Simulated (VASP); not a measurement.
The system is SiSe2.

```
CELL_PARAMETERS angstrom
-3.80161 6.38487 3.00603
3.80161 -6.38487 3.00603
3.80161 6.38487 -3.00603
ATOMIC_POSITIONS crystal
Si 0.25000 0.25000 0.00000
Si 0.75000 0.75000 0.00000
Se 0.09669 0.83645 0.93314
Se 0.90331 0.16355 0.06686
Se 0.59669 0.66355 0.26024
Se 0.40331 0.33645 0.73976
```

| Quantity | Value |
| --- | --- |
| Program | VASP 6.6.1 |
| Task | relaxation of shape and atoms at fixed volume |
| Functional | BLYP |
| Potentials or basis | VASP PAW PBE potentials, release 64 (Si, Se) |
| Cutoff | 500 eV |
| k mesh | 6 × 6 × 6 |
| Occupations | gaussian, width 0.05 eV |
| Spin | no spin polarisation |

At the start: pressure 0.9 GPa; volume 48.64 Å³/atom.

How do energy, volume and symmetry change on relaxing?

Over 6 steps the energy falls by 3.1 meV/atom; space group Ibam (No. 72, to 0.1 Å) before and after.

The path:
| step | energy change (eV) | largest force (eV/Å) | pressure (GPa) | volume (Å³) |
| --- | --- | --- | --- | --- |
| 1 | 0.0000 | 0.3328 | 0.87 | 291.86 |
| 2 | -0.0159 | 0.0896 | 0.36 | 291.86 |
| 3 | -0.0178 | 0.0323 | 0.10 | 291.86 |
| 4 | -0.0178 | 0.0252 | 0.12 | 291.86 |
| 5 | -0.0185 | 0.0081 | 0.10 | 291.86 |
| 6 | -0.0186 | 0.0004 | 0.09 | 291.86 |

Final structure:
```
Si Se
1.0
    -3.78211    6.35581    3.03535
     3.78211   -6.35581    3.03535
     3.78211    6.35581   -3.03535
Si Se
2 4
Direct
  0.25000 0.25000 0.00000
  0.75000 0.75000 0.00000
  0.09797 0.83432 0.93229
  0.90203 0.16568 0.06771
  0.59797 0.66568 0.26366
  0.40203 0.33432 0.73634
```

Caveat: the PAW data sets were made with another functional, which shifts forces and pressure a little; this functional lacks dispersion, which binds layers or chains, so the pressure and a relaxed spacing across them are unreliable.
